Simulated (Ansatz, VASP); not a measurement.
**Two plane-wave programs on BaMg3H3**

```
Ba Mg H
1.0
     4.36116    0.00000    0.00000
     0.00000    4.36116    0.00000
     0.00000    0.00000    7.09461
Ba Mg H
1 3 3
Cartesian
  0.0000 0.0000 4.4853
  2.1806 0.0000 0.5338
  0.0000 2.1806 0.5338
  2.1806 2.1806 2.6666
  2.1806 2.1806 4.5780
  2.1806 0.0000 2.7648
  0.0000 2.1806 2.7648
```

Alike in both runs: functional PBE; k mesh 8 × 8 × 6; occupations gaussian, width 0.1 eV; no spin polarisation.

Ansatz relaxed the structure, and its values are those at the end. VASP's run is a single point on that final structure, the one shown.

|  | VASP | Ansatz |
| --- | --- | --- |
| version | VASP 6.6.1 | Ansatz 0.2.0 |
| potentials or method | VASP PAW PBE potentials, release 64 (Ba_sv, Mg, H), cutoff 520 eV | scalar-relativistic, plane waves, PAW |
| valence electrons in the cell | 19 | 43 |

```tsv
	VASP	Ansatz	Ansatz less VASP
gap on the k mesh at the Fermi level (eV)	none	none	-
pressure (GPa)	0.1	0.0	-0.09
rms of the force components (eV/Å)	0.014	0.000	-0.0137
```

A gap of «none» marks a metal or a gap that the smearing closes. VASP's potentials hold 19 valence electrons a cell and Ansatz's 43, so a difference there can come from the potentials and not from the codes.

Spin-orbit coupling is off throughout.
